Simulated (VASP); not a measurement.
A run of VASP 6.6.1 is set up as follows.

File POSCAR:

```
SnO
1.0
    2.6923937338     -2.6923902845      0.0000000000
    2.6923937338      2.6923902845      0.0000000000
    0.0000000000      0.0000000000      9.8813501683
Sn O
4 4
Direct
    0.7500922691      0.2499077309      0.8660960299
    0.2499077309      0.7500922691      0.1339039701
    0.7499077309      0.2500922691      0.3660960299
    0.2500922691      0.7499077309      0.6339039701
    0.2498991820      0.2501008180      0.2500000000
    0.7501008180      0.7498991820      0.7500000000
    0.2501008180      0.2498991820      0.7500000000
    0.7498991820      0.7501008180      0.2500000000
```

File INCAR.step1:

```
PREC = Accurate
ENCUT = 520
ISMEAR = 0
SIGMA = 0.03
LREAL = False
LASPH = True
NELM = 80
NBANDS = 50
GGA = PE
ALGO = Normal
EDIFF = 1E-4
LWAVE = True
LCHARG = False
```

INCAR.step2

```
PREC = Accurate
ENCUT = 520
EDIFF = 1E-6
ISMEAR = 0
SIGMA = 0.03
LREAL = False
LASPH = True
NELM = 80
ALGO = Normal
ISIF = 2
LWAVE = False
LCHARG = True
METAGGA = R2SCAN
LMIXTAU = True
LELF = True
LVHAR = True
NBANDS = 50
ISTART = 1
```

The input KPOINTS:

```
regular mesh
0
Gamma
  10 10 4
```

Potentials or basis: VASP PAW PBE potentials, release 64 (Sn_d, O).

Run with:

```console
$ cat potpaw_PBE.64/Sn_d/POTCAR potpaw_PBE.64/O/POTCAR > POTCAR
$ cp INCAR.step1 INCAR
$ mpirun -np 1 vasp_std > vasp.out
$ cp INCAR.step2 INCAR
$ mpirun -np 1 vasp_std > vasp.out
```

**Question.** Predict the pressure.

**Answer.** 0.6 GPa.

**Question.** What does it give for the largest force?

**Answer.** 0.147 eV/Å.

**Question.** What does it give for the band gap on the k mesh?

**Answer.** 0.38 eV.

Forces on the atoms (eV/Å):
```
Sn   0.000  0.000  0.147
Sn   0.000  0.000 -0.147
Sn   0.000  0.000  0.147
Sn   0.000  0.000 -0.147
O    0.000  0.000  0.000
O    0.000  0.000  0.000
O    0.000  0.000  0.000
O    0.000  0.000  0.000
```

Caveat: the PAW data sets were made with another functional, which shifts forces and pressure a little; spin-orbit coupling is left out, which moves the levels of the heavy elements. A k mesh can miss the band edges.
